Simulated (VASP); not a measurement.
NaF, 4 atoms in the cell. It takes space group Fdd2 (No. 43, orthorhombic). Conventional cell: a = 3.304 Å, b = 6.336 Å, c = 11.495 Å, α = 90.00°, β = 90.00°, γ = 90.00°. Na (site symmetry 2) has 4 F at 2.24 to 2.25 Å within 3.0 Å. Within 3.0 Å of F (site symmetry 2) lie 4 Na at 2.24 to 2.25 Å. 

| Quantity | Value |
| --- | --- |
| Program | VASP 6.6.1 |
| Task | single point |
| Functional | PBE |
| Potentials or basis | VASP PAW PBE potentials, release 64 (Na_pv, F) |
| Cutoff | 600 eV |
| k mesh | 8 × 8 × 8 |
| Occupations | gaussian, width 0.01 eV |
| Spin | no spin polarisation |
| Dipole correction | no |
| Further INCAR settings | ALGO = Normal; EDIFF = 1e-06; NBANDS = 22 |

Potentials or basis: VASP PAW PBE potentials, release 64 (Na_pv, F).

Run with:

```console
$ cat potpaw_PBE.64/Na_pv/POTCAR potpaw_PBE.64/F/POTCAR > POTCAR
$ mpirun -np 1 vasp_std > vasp.out
```

Hardware: 1 thread of AMD EPYC 9R45 96-Core Processor (Zen 5), with other jobs on the host.

Q: How long does it take, and how much memory?

A: Wall time 2.3 min on 1 thread of AMD EPYC 9R45 96-Core Processor (Zen 5), on a shared host, peak memory 0.29 GiB. Counts: scf iterations 13, k points 95.
